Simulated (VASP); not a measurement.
Input of a VASP 6.6.1 run:

The input INCAR:

```
  PREC = Accurate
  ENCUT = 520
  EDIFF = 1E-6
  ISMEAR = 0
  SIGMA = 0.15
  LREAL = False
  LASPH = True
  NELM = 80
  ALGO = Fast
  ISIF = 2
  LWAVE = False
  LCHARG = False
  GGA = PE
  NBANDS = 16
```

The input KPOINTS:

```
regular mesh
0
Gamma
  14 14 14
```

Contents of POSCAR:

```
Al2Cu
1.0
   -1.9969049054      1.9969049054      2.9878000000
    1.9969049054     -1.9969049054      2.9878000000
    1.9969049054      1.9969049054     -2.9878000000
Al Cu
2 1
Direct
    0.7500000000      0.2500000000      0.5000000000
    0.2500000000      0.7500000000      0.5000000000
    0.5000000000      0.5000000000      0.0000000000
```

Potentials or basis: VASP PAW PBE potentials, release 64 (Al, Cu).

Run with:

```console
$ cat potpaw_PBE.64/Al/POTCAR potpaw_PBE.64/Cu/POTCAR > POTCAR
$ mpirun -np 1 vasp_std > vasp.out
```

Q: Estimate the pressure.

A: 1.8 GPa.

Q: Estimate the band gap on the k mesh.

A: Zero (an odd number of electrons rules out a gap without spin polarisation).

Stress tensor (GPa, compression positive):
```
 3.38  0.00  0.00
 0.00  3.38  0.00
 0.00  0.00 -1.50
```
